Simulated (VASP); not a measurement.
P:

```
P
1.0
     2.71512    1.56757    4.64410
    -2.71512    1.56757    4.64410
     0.00000   -3.13515    4.64410
P
10
Direct
  0.75000 0.75000 0.75000
  0.25000 0.25000 0.25000
  0.00000 0.00000 0.00000
  0.50000 0.50000 0.50000
  0.12282 0.37718 0.75000
  0.75000 0.12282 0.37718
  0.37718 0.75000 0.12282
  0.25000 0.87718 0.62282
  0.87718 0.62282 0.25000
  0.62282 0.25000 0.87718
```

The cell was generated, and may not be a known phase.

| Property | Result |
| --- | --- |
| Program | VASP 6.6.1 |
| Task | relaxation of cell and atoms |
| Functional | PBE |
| Potentials or basis | VASP PAW PBE potentials, release 64 (P) |
| Cutoff | 600 eV |
| k mesh | 6 × 6 × 6 |
| Occupations | gaussian, width 0.1 eV |
| Spin | no spin polarisation |

At the start: pressure 56.2 GPa; volume 11.86 Å³/atom.

Task: Where does the relaxation end?

Result: Over 23 steps the energy falls by 737.5 meV/atom and the volume is 18.35 Å³/atom (+54.7 %); space group R-3c (No. 167, to 0.1 Å) before and after.

The path:
| step | energy change (eV) | largest force (eV/Å) | pressure (GPa) | volume (Å³) |
| --- | --- | --- | --- | --- |
| 1 | 0.0000 | 0.2364 | 56.23 | 118.60 |
| 2 | -4.5203 | 0.8840 | -10.50 | 205.25 |
| 3 | -6.0975 | 0.7169 | 0.84 | 164.95 |
| 4 | -6.0997 | 0.7279 | 0.05 | 166.58 |
| 5 | -6.2637 | 0.6290 | 0.04 | 167.80 |
| 6 | -6.6353 | 0.1419 | 1.52 | 171.38 |
| 7 | -5.0640 | 4.0252 | 12.28 | 178.11 |
| 8 | -6.6657 | 0.0212 | 1.88 | 171.97 |
| 9 | -6.6786 | 0.4049 | 3.21 | 173.28 |
| 10 | -6.6854 | 0.2348 | 2.68 | 172.81 |
| 11 | -6.7941 | 0.2903 | 0.62 | 180.85 |
| 12 | -6.8081 | 0.3658 | -0.50 | 186.05 |
| 13 | -6.8821 | 0.3614 | -0.65 | 187.18 |
| 14 | -7.0180 | 0.4343 | -0.71 | 190.12 |
| 15 | -7.0359 | 1.0412 | 0.18 | 194.04 |
| 16 | -7.0573 | 0.6880 | -0.40 | 192.05 |
| 17 | -7.1465 | 0.4296 | -1.20 | 192.17 |
| 18 | -7.2528 | 0.1830 | -3.03 | 192.39 |
| 19 | -7.3071 | 0.1771 | -2.35 | 189.85 |
| 20 | -7.3613 | 0.1687 | -1.00 | 185.38 |
| 21 | -7.3668 | 0.1669 | -0.35 | 183.44 |
| 22 | -7.3723 | 0.0988 | -0.17 | 183.47 |
| 23 | -7.3751 | 0.0067 | 0.09 | 183.50 |

Final structure:
```
P
1.0
     2.78799    1.60965    6.81508
    -2.78799    1.60965    6.81508
     0.00000   -3.21929    6.81508
P
10
Direct
  0.75000 0.75000 0.75000
  0.25000 0.25000 0.25000
  0.00000 0.00000 0.00000
  0.50000 0.50000 0.50000
  0.13443 0.36557 0.75000
  0.75000 0.13443 0.36557
  0.36557 0.75000 0.13443
  0.25000 0.86557 0.63443
  0.86557 0.63443 0.25000
  0.63443 0.25000 0.86557
```

Caveat: the volume moved by over 15 % at a fixed basis, so the end points are rough.
